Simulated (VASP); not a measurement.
# Ti3Se (P-6m2) in VASP: notebook

Runs on Ti3Se. Level: PBE+U. Tasks: single point.

Everything below comes from runs of VASP 6.6.1. Logs are shortened: lines on timing, memory, paths and dates and some standing lists are left out, and cuts for length are marked.

## 1. The cell of the first run

The structure is hexagonal, space group P-6m2 (No. 187). Conventional cell: a = 3.197 Å, b = 3.197 Å, c = 7.943 Å, α = 90.00°, β = 90.00°, γ = 120.00°. Within 3.4 Å of Se (site symmetry -6m2) lie 6 Ti at 2.58 Å and 6 Se at 3.20 Å. Ti (site symmetry -6m2) has 12 Ti at 2.85 to 3.20 Å within 3.8 Å. Ti (site symmetry 3m) has 3 Se at 2.58 Å and 9 Ti at 2.85 to 3.20 Å within 3.4 Å.

## 2. Single point, PBE+U

Input file INCAR:

```
SYSTEM = Ti3Se
PREC = Accurate
ENCUT = 520
EDIFF = 1E-7
ISMEAR = -1
SIGMA = 0.05
LREAL = .FALSE.
LASPH = .TRUE.
NELM = 150
ALGO = Normal
ISIF = 2
LWAVE = .FALSE.
LCHARG = .FALSE.
LMAXMIX = 4
LDAU = .TRUE.
LDAUTYPE = 2
LDAUL = -1 2
LDAUU = 0 1
LDAUJ = 0 0
LDAUPRINT = 1
GGA = PE
NBANDS = 29
```

Input file KPOINTS:

```
regular mesh
0
G
  10 10 4
  0 0 0
```

Input file POSCAR:

```
Ti3Se
1.0
    3.1974455988      0.0000000000      0.0000000000
   -1.5987227994      2.7690691158      0.0000000000
    0.0000000000      0.0000000000      7.9427450000
Se Ti
1 3
Direct
    0.0000000000      0.0000000000      0.0000000000
    0.6666666667      0.3333333333      0.5000000000
    0.3333333333      0.6666666667      0.7729020000
    0.3333333333      0.6666666667      0.2270980000
```

Potentials or basis: VASP PAW PBE potentials, release 64 (Se, Ti_sv).

Command:

```
cat potpaw_PBE.64/Se/POTCAR potpaw_PBE.64/Ti_sv/POTCAR > POTCAR
mpirun -np 1 vasp_std > vasp.out
```

OUTCAR:

```text
SYSTEM = Ti3Se
   PREC = Accurate
   ENCUT = 520
   EDIFF = 1E-7
   ISMEAR = -1
   LREAL = .FALSE.
   LASPH = .TRUE.
   NELM = 150
   ISIF = 2
   GGA = PE

 ion  position               nearest neighbor table
   1  0.000  0.000  0.000-   3 2.58   4 2.58   3 2.58   4 2.58   3 2.58   4 2.58
   2  0.667  0.333  0.500-   3 2.85   4 2.85   3 2.85   4 2.85   3 2.85   4 2.85
   3  0.333  0.667  0.773-   1 2.58   1 2.58   1 2.58   2 2.85   2 2.85   2 2.85
   4  0.333  0.667  0.227-   1 2.58   1 2.58   1 2.58   2 2.85   2 2.85   2 2.85

  LATTYP: Found a hexagonal cell.
 ALAT       =     3.1974455988
 C/A-ratio  =     2.4840907389

  Lattice vectors:

 A1 = (   3.1974455988,   0.0000000000,   0.0000000000)
 A2 = (  -1.5987227994,   2.7690691158,   0.0000000000)
 A3 = (   0.0000000000,   0.0000000000,   7.9427450000)

Analysis of symmetry for initial positions (statically):
=====================================================================
 Subroutine PRICEL returns:
 Original cell was already a primitive cell.

 Routine SETGRP: Setting up the symmetry group for a
 hexagonal supercell.

 Subroutine GETGRP returns: Found 12 space group operations
 (whereof 12 operations were pure point group operations)
 out of a pool of 24 trial point group operations.

The static configuration has the point symmetry D_3h.

Analysis of symmetry for dynamics (positions and initial velocities):
=====================================================================
 Subroutine PRICEL returns:
 Original cell was already a primitive cell.

 Routine SETGRP: Setting up the symmetry group for a
 hexagonal supercell.

 Subroutine GETGRP returns: Found 12 space group operations
 (whereof 12 operations were pure point group operations)
 out of a pool of 24 trial point group operations.

The dynamic configuration has the point symmetry D_3h.

 Subroutine INISYM returns: Found 12 space group operations
 (whereof 12 operations are pure point group operations),
[... 131 lines left out ...]
   AEXX    =    0.0000 exact exchange contribution
   IVDW    =     0    specifies the selected vdW correction
   LEPSILON=     F    determine dielectric tensor
   LRPA    =     F    only Hartree local field effects (RPA)
 non-spin polarized calculation
  energy-cutoff  :      520.00
  volume of cell :       70.32
 maximum number of plane-waves:      1918
 NGX is ok and might be reduce to    24
   NGX = 11   NGY = 11   NGZ = 29

atom =   2  type =  2  l = 2

 onsite density matrix

spin component  1
[... 83 lines left out ...]
  o =  0.1606  v = -0.4117  0.0000  0.0000 -0.9113  0.0000  0.0000  0.0000  0.0000  0.0000  0.0000      0.0000  0.0000  0.0000  0.0000  0.0000  0.0000  0.0000  0.0000  0.0000  0.0000
  o =  0.1606  v =  0.0000  0.0000  0.0000  0.0000  0.0000 -0.4117  0.0000  0.0000 -0.9113  0.0000      0.0000  0.0000  0.0000  0.0000  0.0000  0.0000  0.0000  0.0000  0.0000  0.0000
  o =  0.1606  v =  0.0000  0.9113 -0.0000  0.0000  0.4117  0.0000  0.0000  0.0000  0.0000  0.0000      0.0000  0.0000  0.0000  0.0000  0.0000  0.0000  0.0000  0.0000  0.0000  0.0000
  o =  0.1606  v =  0.0000  0.0000  0.0000  0.0000  0.0000  0.0000  0.9113 -0.0000  0.0000  0.4117      0.0000  0.0000  0.0000  0.0000  0.0000  0.0000  0.0000  0.0000  0.0000  0.0000
  o =  0.2027  v =  0.0000 -0.0000 -1.0000  0.0000  0.0000  0.0000  0.0000  0.0000  0.0000  0.0000      0.0000  0.0000  0.0000  0.0000  0.0000  0.0000  0.0000  0.0000  0.0000  0.0000
  o =  0.2027  v =  0.0000  0.0000  0.0000  0.0000  0.0000  0.0000 -0.0000 -1.0000  0.0000  0.0000      0.0000  0.0000  0.0000  0.0000  0.0000  0.0000  0.0000  0.0000  0.0000  0.0000
  o =  0.2092  v = -0.9113  0.0000 -0.0000  0.4117 -0.0000  0.0000  0.0000  0.0000  0.0000  0.0000      0.0000  0.0000  0.0000  0.0000  0.0000  0.0000  0.0000  0.0000  0.0000  0.0000
  o =  0.2092  v =  0.0000  0.0000  0.0000  0.0000  0.0000 -0.9113  0.0000 -0.0000  0.4117 -0.0000      0.0000  0.0000  0.0000  0.0000  0.0000  0.0000  0.0000  0.0000  0.0000  0.0000
  o =  0.2092  v =  0.0000  0.0000  0.0000  0.0000  0.0000  0.0000 -0.4117  0.0000  0.0000  0.9113      0.0000  0.0000  0.0000  0.0000  0.0000  0.0000  0.0000  0.0000  0.0000  0.0000
  o =  0.2092  v =  0.0000 -0.4117  0.0000  0.0000  0.9113  0.0000  0.0000  0.0000  0.0000  0.0000      0.0000  0.0000  0.0000  0.0000  0.0000  0.0000  0.0000  0.0000  0.0000  0.0000

 number of electron      42.0000000 magnetization

 Free energy of the ion-electron system (eV)
  ---------------------------------------------------
  ext. energy  EPLUGINS =         0.00000000
  ---------------------------------------------------
  free energy    TOTEN  =       -26.60954619 eV

  energy without entropy =      -26.58610069  energy(sigma->0) =      -26.59782344

 E-fermi :   8.1953     XC(G=0): -11.3614

 val. band max:        8.1378249569   @ k =   0.4000   0.2000   0.2500
 cond. band min:       8.1997093576   @ k =   0.3000   0.2000   0.0000
 fundamental gap:      0.0618844007
 Fermi energy:         8.1952867639

 k-point     1 :       0.0000    0.0000    0.0000
  band No.  band energies     occupation
      1     -49.1619      2.00000
      2     -49.1429      2.00000
      3     -48.9860      2.00000
      4     -25.6277      2.00000
      5     -25.5393      2.00000
      6     -25.2536      2.00000
[... 757 lines left out ...]
     28      10.8048      0.00000
     29      10.9839      0.00000

 [... further k-points ...]

------------------------ aborting loop because EDIFF is reached ----------------------------------------

  FORCE on cell =-STRESS in cart. coord.  units (eV):
  Direction    XX          YY          ZZ          XY          YZ          ZX
  --------------------------------------------------------------------------------------
  -------------------------------------------------------------------------------------
  Total        0.6166405      0.6166405      1.0171303      0.0000000      0.0000000      0.0000000
  in kB       14.0486646     14.0486646     23.1728571      0.0000000      0.0000000      0.0000000
  external PRESSURE =      17.0900621 kB  Pullay stress =       0.0000000 kB

 VOLUME and BASIS-vectors are now :
 -----------------------------------------------------------------------------
  energy-cutoff  :      520.00
  volume of cell :       70.32
      direct lattice vectors                 reciprocal lattice vectors
     3.197445599  0.000000000  0.000000000     0.312749653  0.180566096  0.000000000
    -1.598722799  2.769069116  0.000000000     0.000000000  0.361132192  0.000000000
     0.000000000  0.000000000  7.942745000     0.000000000  0.000000000  0.125901058

 POSITION                                       TOTAL-FORCE (eV/Angst)
 -----------------------------------------------------------------------------------
      0.00000      0.00000      0.00000        -0.000000      0.000000     -0.000000
      1.59872      0.92302      3.97137        -0.000000      0.000000     -0.000000
     -0.00000      1.84605      6.13896         0.000000     -0.000000     -0.030184
     -0.00000      1.84605      1.80378         0.000000     -0.000000      0.030184
 -----------------------------------------------------------------------------------
    total drift:                                0.000000     -0.000000     -0.000000

  FREE ENERGIE OF THE ION-ELECTRON SYSTEM (eV)
  ---------------------------------------------------
  free  energy   TOTEN  =       -26.6095461920 eV

  energy  without entropy=      -26.5861006913  energy(sigma->0) =      -26.59782344
```

Wall time 36 s (1 thread of Intel Xeon 6975P-C (Granite Rapids), shared host); peak memory 0.22 GiB.

What came out:

```
Free energy            : -26.6095 eV
Pressure               : 1.7 GPa
Largest force          : 0.030 eV/Å
Band gap on the k mesh : zero (bands 21 and 22 overlap by 0.61 eV)
```

Forces in eV/Å, atoms in the order of the input:
```
Se   0.000  0.000  0.000
Ti   0.000  0.000  0.000
Ti   0.000  0.000 -0.030
Ti   0.000  0.000  0.030
```

Levels at points of the mesh, in eV from the Fermi level:
```csv
k point,band 18,band 19,band 20,band 21,band 22,band 23,band 24,band 25
"(0.00, 0.00, 0.00)",-1.38,-0.27,0.16,0.16,0.33,0.33,0.87,1.06
"(0.50, 0.00, 0.00)",-1.80,-1.61,-0.77,-0.52,0.22,0.77,0.82,2.28
"(0.00, 0.00, 0.50)",-1.45,-0.67,0.42,0.42,0.50,0.60,0.60,1.03
"(0.50, 0.00, 0.50)",-1.59,-1.57,-0.97,-0.89,0.56,0.86,1.02,1.20
```

Eigenvalues of the final occupation matrices:
| site | spin | trace | eigenvalues |
| --- | --- | --- | --- |
| site 2 d | 1 | 0.89 | 0.17 0.17 0.18 0.18 0.20 |
| site 2 d | 2 | 0.89 | 0.17 0.17 0.18 0.18 0.20 |
| site 3 d | 1 | 0.94 | 0.16 0.16 0.20 0.21 0.21 |
| site 3 d | 2 | 0.94 | 0.16 0.16 0.20 0.21 0.21 |
| site 4 d | 1 | 0.94 | 0.16 0.16 0.20 0.21 0.21 |
| site 4 d | 2 | 0.94 | 0.16 0.16 0.20 0.21 0.21 |

Caveat: U without spin polarisation on a metal has little footing.

## 3. Single point, PBE+U

Input file INCAR:

```
SYSTEM = Ti3Se
PREC     = Accurate       ! precision mode
ENCUT    = 520            ! plane-wave cutoff, eV
EDIFF    = 1E-6           ! SCF threshold, eV
ISMEAR   = -1             ! smearing method
SIGMA    = 0.05           ! smearing width, eV
LREAL    = .False.        ! projectors in reciprocal space
LASPH    = .True.         ! aspherical terms in the spheres
NELM     = 150            ! most SCF steps
ALGO     = Normal         ! electronic algorithm
ISIF     = 2              ! what is computed and relaxed
LWAVE    = .False.        ! write WAVECAR
LCHARG   = .False.        ! write CHGCAR
LMAXMIX  = 4              ! l up to which the mixer works
LDAU     = .True.         ! DFT+U
LDAUTYPE = 2            
LDAUL    = -1 2           ! shell
LDAUU    = 0 2            ! U, eV
LDAUJ    = 0 0          
LDAUPRINT= 1            
GGA      = PE             ! functional
NBANDS   = 29             ! bands
```

Input file KPOINTS:

```
regular mesh
0
Gamma
  10 10 4
  0 0 0
```

POSCAR is that of step 2.

Potentials or basis: VASP PAW PBE potentials, release 64 (Se, Ti_sv).

Command:

```
cat potpaw_PBE.64/Se/POTCAR potpaw_PBE.64/Ti_sv/POTCAR > POTCAR
mpirun -np 1 vasp_std > vasp.out
```

OUTCAR:

```text
SYSTEM = Ti3Se
   PREC = Accurate
   ENCUT = 520
   EDIFF = 1E-6
   ISMEAR = -1
   LREAL = .False.
   LASPH = .True.
   NELM = 150
   ISIF = 2
   GGA = PE

 ion  position               nearest neighbor table
   1  0.000  0.000  0.000-   3 2.58   4 2.58   3 2.58   4 2.58   3 2.58   4 2.58
   2  0.667  0.333  0.500-   3 2.85   4 2.85   3 2.85   4 2.85   3 2.85   4 2.85
   3  0.333  0.667  0.773-   1 2.58   1 2.58   1 2.58   2 2.85   2 2.85   2 2.85
   4  0.333  0.667  0.227-   1 2.58   1 2.58   1 2.58   2 2.85   2 2.85   2 2.85

[... 1072 lines left out ...]
  --------------------------------------------------------------------------------------
  -------------------------------------------------------------------------------------
  Total        1.2032813      1.2032813      1.9268895      0.0000000      0.0000000      0.0000000
  in kB       27.4138595     27.4138595     43.8995234      0.0000000      0.0000000      0.0000000
  external PRESSURE =      32.9090808 kB  Pullay stress =       0.0000000 kB

 VOLUME and BASIS-vectors are now :
 -----------------------------------------------------------------------------
  energy-cutoff  :      520.00
  volume of cell :       70.32
      direct lattice vectors                 reciprocal lattice vectors
     3.197445599  0.000000000  0.000000000     0.312749653  0.180566096  0.000000000
    -1.598722799  2.769069116  0.000000000     0.000000000  0.361132192  0.000000000
     0.000000000  0.000000000  7.942745000     0.000000000  0.000000000  0.125901058

 POSITION                                       TOTAL-FORCE (eV/Angst)
 -----------------------------------------------------------------------------------
      0.00000      0.00000      0.00000        -0.000000      0.000000      0.000000
      1.59872      0.92302      3.97137         0.000000     -0.000000      0.000000
     -0.00000      1.84605      6.13896         0.000000      0.000000     -0.014075
     -0.00000      1.84605      1.80378        -0.000000      0.000000      0.014075
 -----------------------------------------------------------------------------------
    total drift:                                0.000000     -0.000000     -0.000000

  FREE ENERGIE OF THE ION-ELECTRON SYSTEM (eV)
  ---------------------------------------------------
  free  energy   TOTEN  =       -24.3721567071 eV

  energy  without entropy=      -24.3487957751  energy(sigma->0) =      -24.36047624
```

OSZICAR:

```text
N       E                     dE             d eps       ncg     rms          rms(c)
DAV:   1     0.523315343010E+03    0.52332E+03   -0.21623E+04  2436   0.174E+03
DAV:   2     0.374415768712E+02   -0.48587E+03   -0.47532E+03  2466   0.520E+02
DAV:   3    -0.227698405308E+02   -0.60211E+02   -0.58890E+02  4128   0.153E+02
DAV:   4    -0.286676262730E+02   -0.58978E+01   -0.58714E+01  3595   0.442E+01
DAV:   5    -0.289844019096E+02   -0.31678E+00   -0.31656E+00  3623   0.894E+00    0.159E+01
DAV:   6    -0.248300627975E+02    0.41543E+01   -0.24785E+01  3545   0.424E+01    0.616E+00
DAV:   7    -0.257181013955E+02   -0.88804E+00   -0.15378E+01  4086   0.221E+01    0.112E+01
DAV:   8    -0.243671028096E+02    0.13510E+01   -0.12673E+01  3609   0.130E+01    0.270E+00
DAV:   9    -0.243653304347E+02    0.17724E-02   -0.48510E-01  3293   0.429E+00    0.103E+00
DAV:  10    -0.243715365282E+02   -0.62061E-02   -0.53513E-02  3462   0.173E+00    0.396E-01
DAV:  11    -0.243722541636E+02   -0.71764E-03   -0.11675E-02  3550   0.102E+00    0.108E-01
DAV:  12    -0.243721706771E+02    0.83486E-04   -0.15220E-03  3432   0.415E-01    0.281E-02
DAV:  13    -0.243721599369E+02    0.10740E-04   -0.15615E-04  3375   0.119E-01    0.154E-02
DAV:  14    -0.243721557617E+02    0.41752E-05   -0.30187E-05  3425   0.423E-02    0.609E-03
DAV:  15    -0.243721567071E+02   -0.94538E-06   -0.29117E-06  2668   0.201E-02
   1 F= -.24372157E+02 E0= -.24360476E+02  d E =-.233609E-01
```

Wall time 32 s (1 thread of Intel Xeon 6975P-C (Granite Rapids), shared host); peak memory 0.21 GiB.

Results:

| Property | Result |
| --- | --- |
| Free energy | -24.3722 eV |
| Pressure | 3.3 GPa |
| Largest force | 0.014 eV/Å |
| Band gap on the k mesh | zero (bands 21 and 22 overlap by 0.66 eV) |

Forces on the atoms (eV/Å):
```
Se   0.000  0.000  0.000
Ti   0.000  0.000  0.000
Ti   0.000  0.000 -0.014
Ti   0.000  0.000  0.014
```

Levels at points of the mesh, in eV from the Fermi level:
```csv
k point,band 17,band 18,band 19,band 20,band 21,band 22,band 23,band 24,band 25,band 26
"(0.00, 0.00, 0.00)",-1.42,-1.42,-0.38,0.16,0.16,0.36,0.36,0.83,1.06,1.48
"(0.50, 0.00, 0.00)",-2.19,-1.82,-1.64,-0.87,-0.58,0.25,0.73,0.81,2.28,2.51
"(0.00, 0.00, 0.50)",-1.49,-1.49,-0.70,0.44,0.45,0.45,0.60,0.60,1.06,1.06
"(0.50, 0.00, 0.50)",-2.17,-1.63,-1.62,-1.03,-0.92,0.53,0.87,1.04,1.19,2.54
```

Eigenvalues of the final occupation matrices:
| site | spin | trace | eigenvalues |
| --- | --- | --- | --- |
| site 2 d | 1 | 0.87 | 0.16 0.16 0.17 0.17 0.19 |
| site 2 d | 2 | 0.87 | 0.16 0.16 0.17 0.17 0.19 |
| site 3 d | 1 | 0.92 | 0.15 0.15 0.20 0.21 0.21 |
| site 3 d | 2 | 0.92 | 0.15 0.15 0.20 0.21 0.21 |
| site 4 d | 1 | 0.92 | 0.15 0.15 0.20 0.21 0.21 |
| site 4 d | 2 | 0.92 | 0.15 0.15 0.20 0.21 0.21 |

Caveat: the cell stands under pressure; U without spin polarisation on a metal has little footing.

## 4. Single point, PBE+U

Input file INCAR:

```
SYSTEM = Ti3Se
PREC = Accurate
ENCUT = 520
EDIFF = 1E-6
ISMEAR = -1
SIGMA = 0.05
LREAL = .False.
LASPH = .True.
NELM = 150
ALGO = Normal
ISIF = 2
LWAVE = .False.
LCHARG = .False.
LMAXMIX = 4
LDAU = .True.
LDAUTYPE = 2
LDAUL = -1 2
LDAUU = 0 3
LDAUJ = 0 0
LDAUPRINT = 1
GGA = PE
NBANDS = 29
```

KPOINTS is that of step 3.

POSCAR is that of step 3.

Command:

```
cat potpaw_PBE.64/Se/POTCAR potpaw_PBE.64/Ti_sv/POTCAR > POTCAR
mpirun -np 1 vasp_std > vasp.out
```

Wall time 34 s (1 thread of Intel Xeon 6975P-C (Granite Rapids), shared host); peak memory 0.21 GiB.

It converged, with:

```
Free energy            : -22.1733 eV
Pressure               : 4.9 GPa
Band gap on the k mesh : zero (bands 21 and 22 overlap by 0.70 eV)
```

Forces in eV/Å, atoms in the order of the input:
```
Se   0.000  0.000  0.000
Ti   0.000  0.000  0.000
Ti   0.000  0.000  0.003
Ti   0.000  0.000 -0.003
```

Stress tensor (GPa, compression positive):
```
4.11 0.00 0.00
0.00 4.11 0.00
0.00 0.00 6.50
```

Levels at points of the mesh, in eV from the Fermi level:
| k point | band 18 | band 19 | band 20 | band 21 | band 22 | band 23 | band 24 | band 25 |
| --- | --- | --- | --- | --- | --- | --- | --- | --- |
| (0.00, 0.00, 0.00) | -1.47 | -0.50 | 0.16 | 0.16 | 0.40 | 0.40 | 0.79 | 1.06 |
| (0.50, 0.00, 0.00) | -1.84 | -1.68 | -0.97 | -0.65 | 0.27 | 0.70 | 0.80 | 2.28 |
| (0.00, 0.00, 0.50) | -1.53 | -0.74 | 0.38 | 0.47 | 0.47 | 0.60 | 0.60 | 1.09 |
| (0.50, 0.00, 0.50) | -1.69 | -1.65 | -1.09 | -0.96 | 0.49 | 0.88 | 1.07 | 1.18 |

Eigenvalues of the final occupation matrices:
| site | spin | trace | eigenvalues |
| --- | --- | --- | --- |
| site 2 d | 1 | 0.85 | 0.16 0.16 0.17 0.17 0.19 |
| site 2 d | 2 | 0.85 | 0.16 0.16 0.17 0.17 0.19 |
| site 3 d | 1 | 0.90 | 0.15 0.15 0.20 0.20 0.20 |
| site 3 d | 2 | 0.90 | 0.15 0.15 0.20 0.20 0.20 |
| site 4 d | 1 | 0.90 | 0.15 0.15 0.20 0.20 0.20 |
| site 4 d | 2 | 0.90 | 0.15 0.15 0.20 0.20 0.20 |

Caveat: the cell stands under pressure; U without spin polarisation on a metal has little footing.

## 5. Overview

```csv
U,gap on the mesh (eV),pressure (GPa),largest force (eV/Å)
Ti d U = 1.0 eV,none,1.7,0.03
Ti d U = 2.0 eV,none,3.3,0.01
Ti d U = 3.0 eV,none,4.9,-
```

Alike in all rows: task single point; level PBE+U; potentials or basis VASP PAW PBE potentials, release 64 (Se, Ti_sv); no spin polarisation; cell as given; k mesh 10 × 10 × 4; cutoff (eV) 520; smearing fermi-dirac 0.05 eV.

Caveats: U without spin polarisation on a metal has little footing; the cell stands under pressure (at least some runs).

Total energies depend on the potentials used, so only differences within one code and one set of settings carry meaning.
